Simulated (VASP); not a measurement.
# AlN (R3m) in VASP: notebook

Runs on AlN. Level: PBE. Tasks: single point.

Everything below comes from runs of VASP 6.6.1. Logs are shortened: lines on timing, memory, paths and dates and some standing lists are left out, and cuts for length are marked.

## (1) The cell of the first run

Symmetry: R3m, No. 160, trigonal system. Conventional cell: a = 3.089 Å, b = 3.089 Å, c = 7.566 Å, α = 90.00°, β = 90.00°, γ = 120.00°. Within 2.5 Å of Al (site symmetry 3m) lie 4 N at 1.85 to 2.04 Å. N (site symmetry 3m) has 4 Al at 1.85 to 2.04 Å within 2.5 Å.

## (2) Single point, PBE (all Al atoms moved +0.150 Å, as atom 1 along Cartesian [1 1 1])

File INCAR:

```
ALGO     = Normal         # electronic algorithm
EDIFF    = 1E-6           # SCF threshold, eV
ENCUT    = 520            # plane-wave cutoff, eV
GGA      = PE             # functional
ISIF     = 2              # what is computed and relaxed
ISMEAR   = 0              # smearing method
LASPH    = True           # aspherical terms in the spheres
LCHARG   = False          # write CHGCAR
LREAL    = False          # projectors in reciprocal space
LWAVE    = False          # write WAVECAR
NBANDS   = 11             # bands
NELM     = 60             # most SCF steps
PREC     = Accurate       # precision mode
SIGMA    = 0.05           # smearing width, eV
```

File KPOINTS:

```
k-points
0
Gamma
  10 10 10
```

File POSCAR:

```
AlN
1.0
    0.0000000000      2.1839935596      2.1839935596
    2.1839935596      0.0000000000      2.1839935596
    2.1839935596      2.1839935596      0.0000000000
Al N
1 1
Direct
    0.0198266474      0.0198266474      0.0198266474
    0.7500000000      0.7500000000      0.7500000000
```

Potentials or basis: VASP PAW PBE potentials, release 64 (Al, N).

Command:

```sh
$ cat potpaw_PBE.64/Al/POTCAR potpaw_PBE.64/N/POTCAR > POTCAR
$ mpirun -np 1 vasp_std > vasp.out
```

OUTCAR:

```text
EDIFF = 1E-6
   ENCUT = 520
   GGA = PE
   ISIF = 2
   ISMEAR = 0
   LASPH = True
   LREAL = False
   NELM = 60
   PREC = Accurate

 ion  position               nearest neighbor table
   1  0.020  0.020  0.020-   2 1.85   2 1.85   2 1.85   2 2.04
   2  0.750  0.750  0.750-   1 1.85   1 1.85   1 1.85   1 2.04

  LATTYP: Found a face centered cubic cell.
 ALAT       =     4.3679871192

  Lattice vectors:

 A1 = (   0.0000000000,   2.1839935596,   2.1839935596)
 A2 = (   2.1839935596,   0.0000000000,   2.1839935596)
 A3 = (   2.1839935596,   2.1839935596,   0.0000000000)

Analysis of symmetry for initial positions (statically):
=====================================================================
 Subroutine PRICEL returns:
 Original cell was already a primitive cell.

 Routine SETGRP: Setting up the symmetry group for a
 face centered cubic supercell.

 Subroutine GETGRP returns: Found  6 space group operations
 (whereof  6 operations were pure point group operations)
 out of a pool of 48 trial point group operations.

The static configuration has the point symmetry C_3v.

Analysis of symmetry for dynamics (positions and initial velocities):
=====================================================================
 Subroutine PRICEL returns:
 Original cell was already a primitive cell.

 Routine SETGRP: Setting up the symmetry group for a
 face centered cubic supercell.

 Subroutine GETGRP returns: Found  6 space group operations
 (whereof  6 operations were pure point group operations)
 out of a pool of 48 trial point group operations.

The dynamic configuration has the point symmetry C_3v.

 Subroutine INISYM returns: Found  6 space group operations
 (whereof  6 operations are pure point group operations),
 and found     1 'primitive' translations

----------------------------------------------------------------------------------------

                                     Primitive cell

  volume of cell :      20.8345

  direct lattice vectors                    reciprocal lattice vectors
     0.000000000  2.183993560  2.183993560    -0.228938404  0.228938404  0.228938404
     2.183993560  0.000000000  2.183993560     0.228938404 -0.228938404  0.228938404
     2.183993560  2.183993560  0.000000000     0.228938404  0.228938404 -0.228938404

  length of vectors
     3.088633312  3.088633312  3.088633312     0.396532948  0.396532948  0.396532948

  position of ions in fractional coordinates (direct lattice)
     0.019826647  0.019826647  0.019826647
     0.750000000  0.750000000  0.750000000

  ion indices of the primitive-cell ions
   primitive index   ion index
                 1           1
                 2           2

----------------------------------------------------------------------------------------

 KPOINTS: k-points

Automatic generation of k-mesh.
 Grid dimensions read from file:
 generate k-points for:   10   10   10

 Generating k-lattice:

  Cartesian coordinates                     Fractional coordinates (reciprocal lattice)
    -0.022893840  0.022893840  0.022893840     0.100000000  0.000000000  0.000000000
     0.022893840 -0.022893840  0.022893840     0.000000000  0.100000000  0.000000000
     0.022893840  0.022893840 -0.022893840     0.000000000  0.000000000  0.100000000

  Length of vectors
     0.039653295  0.039653295  0.039653295

  Shift w.r.t. Gamma in fractional coordinates (k-lattice)
     0.000000000  0.000000000  0.000000000

 Subroutine IBZKPT returns following result:
 ===========================================

 Found    116 irreducible k-points:

 Following reciprocal coordinates:
            Coordinates               Weight
  0.000000  0.000000  0.000000      1.000000
  0.100000  0.000000  0.000000      6.000000
  0.100000  0.100000  0.100000      2.000000
  0.200000  0.000000  0.000000      6.000000
  0.200000  0.200000  0.200000      2.000000
  0.300000  0.000000  0.000000      6.000000
[... 16 lines left out ...]
  0.100000  0.100000 -0.400000      6.000000
  0.500000  0.400000  0.500000      6.000000
 [... further k-points ...]
   k-points           NKPTS =    116   k-points in BZ     NKDIM =    116   number of bands    NBANDS=     11
   number of dos      NEDOS =    301   number of ions     NIONS =      2
   total plane-waves  NPLWV =  13824
   dimension x,y,z NGX =    24 NGY =   24 NGZ =   24
   dimension x,y,z NGXF=    48 NGYF=   48 NGZF=   48
   ions per type =               1   1
   NGX,Y,Z   is equivalent  to a cutoff of  12.92, 12.92, 12.92 a.u.
   NGXF,Y,Z  is equivalent  to a cutoff of  25.84, 25.84, 25.84 a.u.
 SYSTEM =  unknown system
   PREC   = accura    normal or accurate (medium, high low for compatibility)
   ISTART =      0    job   : 0-new  1-cont  2-samecut
   ICHARG =      2    charge: 1-file 2-atom 10-const
   ISPIN  =      1    spin polarized calculation?
   LNONCOLLINEAR =      F non collinear calculations
   LSORBIT =      F    spin-orbit coupling
   LASPH  =      T    aspherical Exc in radial PAW
   ENCUT  =  520.0 eV  38.22 Ry    6.18 a.u.   5.74  5.74  5.74*2*pi/ulx,y,z
   NELM   =     60;   NELMIN=  2; NELMDL= -5     # of ELM steps
   EDIFF  = 0.1E-05   stopping-criterion for ELM
   LREAL  =      F    real-space projection
   EDIFFG = 0.1E-04   stopping-criterion for IOM
   NSW    =      0    number of steps for IOM
   IBRION =     -1    ionic relax: 0-MD 1-quasi-New 2-CG
   NFREE  =      0    steps in history (QN), initial steepest desc. (CG)
   ISIF   =      2    stress and relaxation
   ISYM   =      2    0-nonsym 1-usesym 2-fastsym
   POTIM  = 0.5000    time-step for ionic-motion
   TEBEG  =    0.0;   TEEND  =   0.0 temperature during run
   PSTRESS=    0.0 pullay stress
   NELECT =       8.0000    total number of electrons
   NUPDOWN=      -1.0000    fix difference up-down
   EMIN   =  10.00;   EMAX   =-10.00  energy-range for DOS
   EFERMI =   0.00;   METHOD = LEGACY
   ISMEAR =     0;   SIGMA  =   0.05  broadening in eV -4-tet -1-fermi 0-gaus
   EFERMI_NEDOS =   21; number of points for ismear=-14 and -15
   IALGO  =     38    algorithm
   IMIX   =      4    mixing-type and parameters
     AMIX     =   0.40;   BMIX     =  1.00
     AMIX_MAG =   1.60;   BMIX_MAG =  1.00
  volume/ion in A,a.u.               =      10.42        70.30
  Fermi-wavevector in a.u.,A,eV,Ry     =   1.189899  2.248583 19.263943  1.415860
  Thomas-Fermi vector in A             =   2.325996
   LORBIT       =      0    0 simple, 1 ext, 2 COOP (PROOUT), +10 PAW based schemes
   GGA     = PE    functional components
   LHFCALC =     F    Hartree Fock is set to
   AEXX    =    0.0000 exact exchange contribution
   IVDW    =     0    specifies the selected vdW correction
   LEPSILON=     F    determine dielectric tensor
   LRPA    =     F    only Hartree local field effects (RPA)
 non-spin polarized calculation
 Gauss-broadening in eV      SIGMA  =   0.05
  energy-cutoff  :      520.00
  volume of cell :       20.83
 maximum number of plane-waves:       571
   NGX = 11   NGY = 11   NGZ = 11

 number of electron       8.0000000 magnetization

 Free energy of the ion-electron system (eV)
  ---------------------------------------------------
  ext. energy  EPLUGINS =         0.00000000
  ---------------------------------------------------
  free energy    TOTEN  =       -14.71094989 eV

  energy without entropy =      -14.71094989  energy(sigma->0) =      -14.71094989

 E-fermi :   6.7323     XC(G=0): -10.9324

 val. band max:        6.4082847418   @ k =   0.0000   0.0000   0.0000
 cond. band min:       9.2807864644   @ k =   0.5000   0.5000   0.0000
 fundamental gap:      2.8725017226
 Fermi energy:         6.7323344226

 k-point     1 :       0.0000    0.0000    0.0000
  band No.  band energies     occupation
      1      -9.0174      2.00000
      2       5.7369      2.00000
      3       5.7369      2.00000
      4       6.4083      2.00000
      5      10.1114      0.00000
      6      18.5285      0.00000
      7      18.5486      0.00000
      8      18.5486      0.00000
      9      23.5733      0.00000
     10      23.5733      0.00000
     11      24.4538      0.00000

 k-point     2 :       0.1000    0.0000    0.0000
  band No.  band energies     occupation
      1      -8.8707      2.00000
      2       4.9947      2.00000
      3       5.6893      2.00000
      4       6.3138      2.00000
      5      10.7447      0.00000
      6      17.9809      0.00000
      7      18.7372      0.00000
      8      18.8088      0.00000
      9      22.2880      0.00000
     10      22.3656      0.00000
     11      24.3699      0.00000

 k-point     3 :       0.1000    0.1000    0.1000
  band No.  band energies     occupation
      1      -8.8729      2.00000
      2       5.5077      2.00000
      3       5.6871      2.00000
      4       5.6871      2.00000
      5      10.8620      0.00000
      6      18.1285      0.00000
      7      18.6253      0.00000
      8      18.6253      0.00000
      9      22.5868      0.00000
     10      22.5868      0.00000
     11      23.8741      0.00000

 k-point     4 :       0.2000    0.0000    0.0000
  band No.  band energies     occupation
      1      -8.4530      2.00000
      2       3.4434      2.00000
      3       5.5705      2.00000
      4       6.1584      2.00000
      5      11.8433      0.00000
      6      17.1807      0.00000
      7      18.5742      0.00000
      8      18.8201      0.00000
      9      21.6596      0.00000
     10      21.9712      0.00000
     11      23.4389      0.00000

 k-point     5 :       0.2000    0.2000    0.2000
  band No.  band energies     occupation
      1      -8.4624      2.00000
      2       3.8184      2.00000
      3       5.5625      2.00000
      4       5.5625      2.00000
      5      12.0695      0.00000
      6      17.3329      0.00000
      7      18.4525      0.00000
      8      18.4525      0.00000
      9      22.2168      0.00000
     10      22.2168      0.00000
     11      23.1212      0.00000
[... 211 lines left out ...]
 k-point    21 :       0.4000    0.3000    0.4000
  band No.  band energies     occupation
      1      -7.3598      2.00000
      2       1.3044      2.00000
      3       5.0392      2.00000
      4       5.0978      2.00000
      5      13.4282      0.00000
      6      15.5424      0.00000
      7      17.6038      0.00000
      8      17.8660      0.00000
      9      22.7265      0.00000
     10      24.4614      0.00000
     11      25.7805      0.00000

 k-point    22 :       0.5000    0.1000    0.0000
  band No.  band energies     occupation
      1      -6.9176      2.00000
      2       0.2607      2.00000
      3       4.8932      2.00000
      4       5.6162      2.00000
      5      13.5835      0.00000
      6      14.7902      0.00000
      7      17.4513      0.00000
      8      17.9605      0.00000
      9      23.8113      0.00000
     10      25.1727      0.00000
     11      26.5077      0.00000

 k-point    23 :       0.1000    0.1000   -0.4000
  band No.  band energies     occupation
      1      -6.9172      2.00000
      2       0.2528      2.00000
      3       5.1503      2.00000
      4       5.3453      2.00000
      5      13.5868      0.00000
      6      14.8334      0.00000
      7      17.6718      0.00000
      8      17.7567      0.00000
      9      23.5407      0.00000
     10      25.8136      0.00000
     11      26.0626      0.00000

 k-point    24 :       0.5000    0.4000    0.5000
  band No.  band energies     occupation
      1      -6.9614      2.00000
      2       0.5363      2.00000
      3       4.8302      2.00000
      4       5.1290      2.00000
      5      13.8398      0.00000
      6      14.8751      0.00000
      7      17.4429      0.00000
      8      17.7689      0.00000
      9      24.0431      0.00000
     10      25.1200      0.00000
     11      26.2306      0.00000

 [... further k-points ...]
[... 5 lines left out ...]
  --------------------------------------------------------------------------------------
  -------------------------------------------------------------------------------------
  Total        0.8825107      0.8825107      0.8825107     -0.5692319     -0.5692319     -0.5692319
  in kB       67.8651022     67.8651022     67.8651022    -43.7739533    -43.7739533    -43.7739533
  external PRESSURE =      67.8651022 kB  Pullay stress =       0.0000000 kB

 VOLUME and BASIS-vectors are now :
 -----------------------------------------------------------------------------
  energy-cutoff  :      520.00
  volume of cell :       20.83
      direct lattice vectors                 reciprocal lattice vectors
     0.000000000  2.183993560  2.183993560    -0.228938404  0.228938404  0.228938404
     2.183993560  0.000000000  2.183993560     0.228938404 -0.228938404  0.228938404
     2.183993560  2.183993560  0.000000000     0.228938404  0.228938404 -0.228938404

 POSITION                                       TOTAL-FORCE (eV/Angst)
 -----------------------------------------------------------------------------------
      0.08660      0.08660      0.08660        -0.874552     -0.874552     -0.874552
      3.27599      3.27599      3.27599         0.874552      0.874552      0.874552
 -----------------------------------------------------------------------------------
    total drift:                                0.000205      0.000205      0.000206

  FREE ENERGIE OF THE ION-ELECTRON SYSTEM (eV)
  ---------------------------------------------------
  free  energy   TOTEN  =       -14.7109498899 eV

  energy  without entropy=      -14.7109498899  energy(sigma->0) =      -14.71094989
```

Wall time 15 s (1 thread of AMD EPYC 7R13 (Zen 3), shared host); peak memory 0.12 GiB.

What came out:

```
Free energy            : -14.7109 eV
Pressure               : 6.8 GPa
Largest force          : 1.515 eV/Å
Band gap on the k mesh : 2.87 eV, indirect (least direct gap 3.70 eV)
```

Forces on the atoms (eV/Å):
```
Al  -0.875 -0.875 -0.875
N    0.875  0.875  0.875
```

Levels at points of the mesh, in eV from the valence-band top:
```tsv
k point	band 1	band 2	band 3	band 4	band 5	band 6	band 7	band 8	band 9
(0.00, 0.00, 0.00)	-15.43	-0.67	-0.67	0.00	3.70	12.12	12.14	12.14	17.16
(0.50, 0.00, 0.00)	-13.37	-6.36	-1.11	-0.58	6.81	9.30	10.62	10.93	17.38
(0.50, 0.50, 0.50)	-13.42	-6.08	-1.14	-1.14	7.07	9.51	10.61	10.61	17.36
(0.50, 0.50, 0.00)	-12.75	-5.35	-2.37	-2.03	2.87	8.09	13.38	15.28	15.43
```

Caveat: the cell differs from its parent crystal (all Al atoms moved +0.150 Å, as atom 1 along Cartesian [1 1 1]); forces of over 1 eV/Å act on the atoms, so gaps and moduli don't describe the material at rest.

## (3) Single point, PBE (all Al atoms moved -0.100 Å, as atom 1 along Cartesian [1 1 1])

File INCAR:

```
PREC = Accurate
ENCUT = 520
EDIFF = 1E-6
ISMEAR = 0
SIGMA = 0.05
LREAL = False
LASPH = True
NELM = 80
ALGO = Normal
ISIF = 2
LWAVE = False
LCHARG = False
GGA = PE
NBANDS = 11
```

File KPOINTS:

```
regular mesh
0
Gamma
  10 10 10
```

POSCAR, as its differences from that of step 2:

```diff
@@ -8,3 +8,3 @@
 Direct
-    0.0198266474      0.0198266474      0.0198266474
+   -0.0132177649     -0.0132177649     -0.0132177649
     0.7500000000      0.7500000000      0.7500000000
```

Potentials or basis: VASP PAW PBE potentials, release 64 (Al, N).

Command:

```sh
$ cat potpaw_PBE.64/Al/POTCAR potpaw_PBE.64/N/POTCAR > POTCAR
$ mpirun -np 1 vasp_std > vasp.out
```

Run time: 15 s. Hardware: 1 thread of AMD EPYC 7R13 (Zen 3), shared host; peak memory 0.12 GiB.

Results (log left out):

```
Free energy            : -14.7541 eV
Pressure               : 6.1 GPa
Largest force          : 1.870 eV/Å
Band gap on the k mesh : 3.17 eV, indirect (least direct gap 4.03 eV)
```

Forces in eV/Å, atoms in the order of the input:
```
Al   1.080  1.080  1.080
N   -1.080 -1.080 -1.080
```

Stress tensor (GPa, compression positive):
```
6.06 5.28 5.28
5.28 6.06 5.28
5.28 5.28 6.06
```

Levels at points of the mesh, in eV from the valence-band top:
| k point | band 1 | band 2 | band 3 | band 4 | band 5 | band 6 | band 7 | band 8 | band 9 |
| --- | --- | --- | --- | --- | --- | --- | --- | --- | --- |
| (0.00, 0.00, 0.00) | -15.13 | -0.45 | 0.00 | 0.00 | 4.03 | 12.39 | 12.39 | 12.48 | 17.49 |
| (0.50, 0.00, 0.00) | -13.09 | -5.95 | -0.85 | -0.50 | 7.23 | 9.72 | 10.84 | 11.16 | 17.74 |
| (0.50, 0.50, 0.50) | -13.06 | -6.13 | -0.49 | -0.49 | 7.12 | 9.59 | 11.07 | 11.07 | 17.78 |
| (0.50, 0.50, 0.00) | -12.45 | -5.05 | -2.01 | -1.81 | 3.17 | 8.43 | 13.74 | 15.59 | 15.63 |

Caveat: the cell differs from its parent crystal (all Al atoms moved -0.100 Å, as atom 1 along Cartesian [1 1 1]); forces of over 1 eV/Å act on the atoms, so gaps and moduli don't describe the material at rest. A k mesh can miss the band edges.

(Continued in part 2 of 2.)
